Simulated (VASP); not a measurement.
# GaN (R-3m) in VASP: single point with PBEsol

Aim: the single point of GaN with PBEsol.

All numbers are computed with VASP 6.6.1; they aren't measurements. Logs are shortened: lines on timing, memory, paths and dates and some standing lists are left out, and cuts for length are marked.

## (1) The cell of the first run

The structure is trigonal, space group R-3m (No. 166). Conventional cell: a = 3.474 Å, b = 3.474 Å, c = 17.773 Å, α = 90.00°, β = 90.00°, γ = 120.00°. Within 2.8 Å of Ga (site symmetry 3m) lie 3 N at 2.12 Å and 1 Ga at 2.65 Å. N (site symmetry 3m) has 1 N at 1.87 Å and 3 Ga at 2.12 Å within 2.5 Å.

## (2) Single point, PBEsol (P replaced by N, lengths x 0.906, strained)

INCAR reads:

```
PREC = Accurate
ENCUT = 520
EDIFF = 1E-6
ISMEAR = 0
SIGMA = 0.1
LREAL = F
LASPH = T
NELM = 100
ALGO = Normal
ISIF = 2
LWAVE = F
LCHARG = T
GGA = PS
LELF = T
LVHAR = T
NBANDS = 26
```

KPOINTS reads:

```
regular mesh
0
Gamma
  15 15 15
```

POSCAR reads:

```
GaN
1.0
    1.7372367509      1.0029941058      5.9244709719
   -1.7372367509      1.0029941058      5.9244709719
    0.0000000000     -2.0059882116      5.9244709719
Ga N
2 2
Direct
    0.4254407932      0.4254407932      0.4254407932
    0.5745592068      0.5745592068      0.5745592068
    0.0526694064      0.0526694064      0.0526694064
    0.9473305936      0.9473305936      0.9473305936
```

Potentials or basis: VASP PAW PBE potentials, release 64 (Ga_d, N).

Run with:

```console
$ cat potpaw_PBE.64/Ga_d/POTCAR potpaw_PBE.64/N/POTCAR > POTCAR
$ mpirun -np 1 vasp_std > vasp.out
```

OUTCAR:

```text
PREC = Accurate
   ENCUT = 520
   EDIFF = 1E-6
   ISMEAR = 0
   LREAL = F
   LASPH = T
   NELM = 100
   ISIF = 2
   GGA = PS

 ion  position               nearest neighbor table
   1  0.425  0.425  0.425-   3 2.12   3 2.12   3 2.12   2 2.65
   2  0.575  0.575  0.575-   4 2.12   4 2.12   4 2.12   1 2.65
   3  0.053  0.053  0.053-   1 2.12   1 2.12   1 2.12
   4  0.947  0.947  0.947-   2 2.12   2 2.12   2 2.12

  LATTYP: Found a trigonal (rhomboedric) cell.
 ALAT       =     6.2548657061
 COS(alpha) =     0.8457191465

  Lattice vectors:

 A1 = (   1.7372367509,   1.0029941058,   5.9244709719)
 A2 = (  -1.7372367509,   1.0029941058,   5.9244709719)
 A3 = (   0.0000000000,  -2.0059882116,   5.9244709719)

Analysis of symmetry for initial positions (statically):
=====================================================================
 Subroutine PRICEL returns:
 Original cell was already a primitive cell.

 Routine SETGRP: Setting up the symmetry group for a
 trigonal (rhombohedral) supercell.

 Subroutine GETGRP returns: Found 12 space group operations
 (whereof 12 operations were pure point group operations)
 out of a pool of 12 trial point group operations.

The static configuration has the point symmetry D_3d.

Analysis of symmetry for dynamics (positions and initial velocities):
=====================================================================
 Subroutine PRICEL returns:
 Original cell was already a primitive cell.

 Routine SETGRP: Setting up the symmetry group for a
 trigonal (rhombohedral) supercell.

 Subroutine GETGRP returns: Found 12 space group operations
 (whereof 12 operations were pure point group operations)
 out of a pool of 12 trial point group operations.

The dynamic configuration has the point symmetry D_3d.

 Subroutine INISYM returns: Found 12 space group operations
 (whereof 12 operations are pure point group operations),
 and found     1 'primitive' translations

----------------------------------------------------------------------------------------

                                     Primitive cell

  volume of cell :      61.9381

  direct lattice vectors                    reciprocal lattice vectors
     1.737236751  1.002994106  5.924470972     0.287813391  0.166169139  0.056263814
    -1.737236751  1.002994106  5.924470972    -0.287813391  0.166169139  0.056263814
     0.000000000 -2.005988212  5.924470972     0.000000000 -0.332338277  0.056263814

  length of vectors
     6.254865706  6.254865706  6.254865706     0.337067274  0.337067274  0.337067274

  position of ions in fractional coordinates (direct lattice)
     0.425440793  0.425440793  0.425440793
     0.574559207  0.574559207  0.574559207
     0.052669406  0.052669406  0.052669406
     0.947330594  0.947330594  0.947330594

  ion indices of the primitive-cell ions
   primitive index   ion index
                 1           1
                 2           2
                 3           3
                 4           4

----------------------------------------------------------------------------------------

 KPOINTS: regular mesh

Automatic generation of k-mesh.
 Grid dimensions read from file:
 generate k-points for:   15   15   15

 Generating k-lattice:

  Cartesian coordinates                     Fractional coordinates (reciprocal lattice)
     0.019187559  0.011077943  0.003750921     0.066666667  0.000000000 -0.000000000
    -0.019187559  0.011077943  0.003750921     0.000000000  0.066666667 -0.000000000
     0.000000000 -0.022155885  0.003750921    -0.000000000 -0.000000000  0.066666667

  Length of vectors
     0.022471152  0.022471152  0.022471152

  Shift w.r.t. Gamma in fractional coordinates (k-lattice)
     0.000000000  0.000000000  0.000000000

 Subroutine IBZKPT returns following result:
 ===========================================

 Found    344 irreducible k-points:

 Following reciprocal coordinates:
            Coordinates               Weight
  0.000000  0.000000  0.000000      1.000000
  0.066667 -0.000000  0.000000      6.000000
  0.133333  0.000000 -0.000000      6.000000
  0.200000  0.000000 -0.000000      6.000000
  0.266667  0.000000 -0.000000      6.000000
  0.333333 -0.000000  0.000000      6.000000
[... 16 lines left out ...]
  0.133333  0.133333 -0.000000      6.000000
  0.200000  0.133333  0.000000     12.000000
 [... further k-points ...]
   k-points           NKPTS =    344   k-points in BZ     NKDIM =    344   number of bands    NBANDS=     26
   number of dos      NEDOS =    301   number of ions     NIONS =      4
   total plane-waves  NPLWV = 110592
   dimension x,y,z NGX =    48 NGY =   48 NGZ =   48
   dimension x,y,z NGXF=    96 NGYF=   96 NGZF=   96
   ions per type =               2   2
   NGX,Y,Z   is equivalent  to a cutoff of  12.76, 12.76, 12.76 a.u.
   NGXF,Y,Z  is equivalent  to a cutoff of  25.52, 25.52, 25.52 a.u.
 SYSTEM =  unknown system
   PREC   = accura    normal or accurate (medium, high low for compatibility)
   ISTART =      0    job   : 0-new  1-cont  2-samecut
   ICHARG =      2    charge: 1-file 2-atom 10-const
   ISPIN  =      1    spin polarized calculation?
   LNONCOLLINEAR =      F non collinear calculations
   LSORBIT =      F    spin-orbit coupling
   LASPH  =      T    aspherical Exc in radial PAW
   ENCUT  =  520.0 eV  38.22 Ry    6.18 a.u.  11.63 11.63 11.63*2*pi/ulx,y,z
   NELM   =    100;   NELMIN=  2; NELMDL= -5     # of ELM steps
   EDIFF  = 0.1E-05   stopping-criterion for ELM
   LREAL  =      F    real-space projection
   EDIFFG = 0.1E-04   stopping-criterion for IOM
   NSW    =      0    number of steps for IOM
   IBRION =     -1    ionic relax: 0-MD 1-quasi-New 2-CG
   NFREE  =      0    steps in history (QN), initial steepest desc. (CG)
   ISIF   =      2    stress and relaxation
   ISYM   =      2    0-nonsym 1-usesym 2-fastsym
   POTIM  = 0.5000    time-step for ionic-motion
   TEBEG  =    0.0;   TEEND  =   0.0 temperature during run
   PSTRESS=    0.0 pullay stress
   NELECT =      36.0000    total number of electrons
   NUPDOWN=      -1.0000    fix difference up-down
   EMIN   =  10.00;   EMAX   =-10.00  energy-range for DOS
   EFERMI =   0.00;   METHOD = LEGACY
   ISMEAR =     0;   SIGMA  =   0.10  broadening in eV -4-tet -1-fermi 0-gaus
   EFERMI_NEDOS =   21; number of points for ismear=-14 and -15
   IALGO  =     38    algorithm
   IMIX   =      4    mixing-type and parameters
     AMIX     =   0.40;   BMIX     =  1.00
     AMIX_MAG =   1.60;   BMIX_MAG =  1.00
  volume/ion in A,a.u.               =      15.48       104.49
  Fermi-wavevector in a.u.,A,eV,Ry     =   1.366227  2.581795 25.396318  1.866577
  Thomas-Fermi vector in A             =   2.492386
   LORBIT       =      0    0 simple, 1 ext, 2 COOP (PROOUT), +10 PAW based schemes
   GGA     = PS    functional components
   LHFCALC =     F    Hartree Fock is set to
   AEXX    =    0.0000 exact exchange contribution
   IVDW    =     0    specifies the selected vdW correction
   LEPSILON=     F    determine dielectric tensor
   LRPA    =     F    only Hartree local field effects (RPA)
 non-spin polarized calculation
 Gauss-broadening in eV      SIGMA  =   0.10
  energy-cutoff  :      520.00
  volume of cell :       61.94
 maximum number of plane-waves:      1703
   NGX = 23   NGY = 23   NGZ = 23

 number of electron      36.0000012 magnetization

 Free energy of the ion-electron system (eV)
  ---------------------------------------------------
  ext. energy  EPLUGINS =         0.00000000
  ---------------------------------------------------
  free energy    TOTEN  =       -22.57658821 eV

  energy without entropy =      -22.57625931  energy(sigma->0) =      -22.57642376

 E-fermi :   3.3597     XC(G=0): -10.3965

 val. band max:        3.3252457049   @ k =  -0.4667   0.4667   0.0000
 cond. band min:       3.4041500889   @ k =   0.1333   0.1333   0.1333
 fundamental gap:      0.0789043840
 Fermi energy:         3.3596676851

 k-point     1 :       0.0000    0.0000    0.0000
  band No.  band energies     occupation
      1     -12.5132      2.00000
      2     -11.0963      2.00000
      3     -10.9100      2.00000
      4     -10.8862      2.00000
      5     -10.8862      2.00000
      6     -10.8723      2.00000
[... 18 lines left out ...]
     25      11.4247      0.00000
     26      13.2260      0.00000

 k-point     2 :       0.0667   -0.0000    0.0000
  band No.  band energies     occupation
      1     -12.4942      2.00000
      2     -11.1047      2.00000
      3     -10.9284      2.00000
      4     -10.8833      2.00000
      5     -10.8683      2.00000
      6     -10.8627      2.00000
[... 18 lines left out ...]
     25      11.5435      0.00000
     26      13.4184      0.00000

 k-point     3 :       0.1333    0.0000   -0.0000
  band No.  band energies     occupation
      1     -12.4420      2.00000
      2     -11.1270      2.00000
      3     -10.9408      2.00000
      4     -10.8757      2.00000
      5     -10.8573      2.00000
      6     -10.8384      2.00000
[... 18 lines left out ...]
     25      11.8766      0.00000
     26      13.5944      0.00000

 k-point     4 :       0.2000    0.0000   -0.0000
  band No.  band energies     occupation
      1     -12.3700      2.00000
      2     -11.1570      2.00000
      3     -10.9425      2.00000
      4     -10.8661      2.00000
      5     -10.8416      2.00000
      6     -10.8274      2.00000
[... 18 lines left out ...]
     25      12.3600      0.00000
     26      13.4495      0.00000
[... 496 lines left out ...]
      1     -12.4593      2.00000
      2     -11.1172      2.00000
      3     -10.9416      2.00000
      4     -10.8786      2.00000
      5     -10.8608      2.00000
      6     -10.8447      2.00000
[... 18 lines left out ...]
     25      11.7732      0.00000
     26      13.6123      0.00000

 k-point    23 :       0.1333    0.1333   -0.0000
  band No.  band energies     occupation
      1     -12.4400      2.00000
      2     -11.1317      2.00000
      3     -10.9390      2.00000
      4     -10.8782      2.00000
      5     -10.8561      2.00000
      6     -10.8402      2.00000
[... 18 lines left out ...]
     25      12.0942      0.00000
     26      13.2978      0.00000

 k-point    24 :       0.2000    0.1333    0.0000
  band No.  band energies     occupation
      1     -12.3944      2.00000
      2     -11.1492      2.00000
      3     -10.9427      2.00000
      4     -10.8726      2.00000
      5     -10.8474      2.00000
      6     -10.8240      2.00000
[... 18 lines left out ...]
     25      12.3699      0.00000
     26      13.1521      0.00000

 [... further k-points ...]
[... 5 lines left out ...]
  --------------------------------------------------------------------------------------
  -------------------------------------------------------------------------------------
  Total       -8.9229263     -8.9229263     -8.0364014      0.0000000      0.0000000      0.0000000
  in kB     -230.8126858   -230.8126858   -207.8806115      0.0000000      0.0000000      0.0000000
  external PRESSURE =    -223.1686610 kB  Pullay stress =       0.0000000 kB

 VOLUME and BASIS-vectors are now :
 -----------------------------------------------------------------------------
  energy-cutoff  :      520.00
  volume of cell :       61.94
      direct lattice vectors                 reciprocal lattice vectors
     1.737236751  1.002994106  5.924470972     0.287813391  0.166169139  0.056263814
    -1.737236751  1.002994106  5.924470972    -0.287813391  0.166169139  0.056263814
     0.000000000 -2.005988212  5.924470972     0.000000000 -0.332338277  0.056263814

 POSITION                                       TOTAL-FORCE (eV/Angst)
 -----------------------------------------------------------------------------------
      0.00000      0.00000      7.56153         0.000000     -0.000000     -0.277762
      0.00000      0.00000     10.21188         0.000000     -0.000000      0.277762
      0.00000      0.00000      0.93612         0.000000      0.000000     -1.219021
      0.00000      0.00000     16.83730         0.000000     -0.000000      1.219021
 -----------------------------------------------------------------------------------
    total drift:                                0.000000     -0.000000     -0.000000

  FREE ENERGIE OF THE ION-ELECTRON SYSTEM (eV)
  ---------------------------------------------------
  free  energy   TOTEN  =       -22.5765882056 eV

  energy  without entropy=      -22.5762593072  energy(sigma->0) =      -22.57642376
```

Run time: 9.9 min. Hardware: 1 thread of Intel Xeon 6975P-C (Granite Rapids), shared host; peak memory 0.66 GiB.

Results:

```
Free energy            : -22.5766 eV
Pressure               : -22.3 GPa
Largest force          : 1.219 eV/Å
Band gap on the k mesh : zero (band 18 reaches 3.33 eV, above the bottom of band 19 at 3.27 eV)
```

Forces in eV/Å, atoms in the order of the input:
```
Ga   0.000  0.000 -0.278
Ga   0.000  0.000  0.278
N    0.000  0.000 -1.219
N    0.000  0.000  1.219
```

Caveat: the cell differs from its parent crystal (P replaced by N, lengths x 0.906, strained); the PAW data sets were made with another functional, which shifts forces and pressure a little.
